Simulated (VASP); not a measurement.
The system is Rh.

```xyz
1
Lattice="0.0000 1.8979 1.8979 1.8979 0.0000 1.8979 1.8979 1.8979 0.0000" Properties=species:S:1:pos:R:3 pbc="T T T"
Rh    0.0000    0.0000    0.0000
```

- Program: VASP 6.6.1
- Task: relaxation of cell and atoms
- Functional: PBE
- Potentials or basis: VASP PAW PBE potentials, release 64 (Rh_pv)
- Cutoff: 600 eV
- k mesh: 12 × 12 × 12
- Occupations: fermi-dirac, width 0.05 eV
- Spin: no spin polarisation

At the start: pressure 7.2 GPa; volume 13.67 Å³/atom.

How do energy, volume and symmetry change on relaxing?

Over 3 steps the energy falls by 7.8 meV/atom and the volume is 14.04 Å³/atom (+2.7 %); space group Fm-3m (No. 225, to 0.05 Å).

The path:
| step | energy change (eV) | largest force (eV/Å) | pressure (GPa) | volume (Å³) |
| --- | --- | --- | --- | --- |
| 1 | 0.0000 | 0.0000 | 7.18 | 13.67 |
| 2 | 0.0322 | 0.0000 | -13.50 | 14.92 |
| 3 | -0.0078 | 0.0000 | -0.08 | 14.04 |

Final structure:
```cif
data_structure
_symmetry_space_group_name_H-M 'P 1'
_symmetry_Int_Tables_number 1
_cell_length_a 2.7078
_cell_length_b 2.7078
_cell_length_c 2.7078
_cell_angle_alpha 60.000
_cell_angle_beta 60.000
_cell_angle_gamma 60.000
_cell_volume 14.04
loop_
_atom_site_label
_atom_site_type_symbol
_atom_site_fract_x
_atom_site_fract_y
_atom_site_fract_z
_atom_site_occupancy
Rh1 Rh 0.00000 0.00000 0.00000 1
```
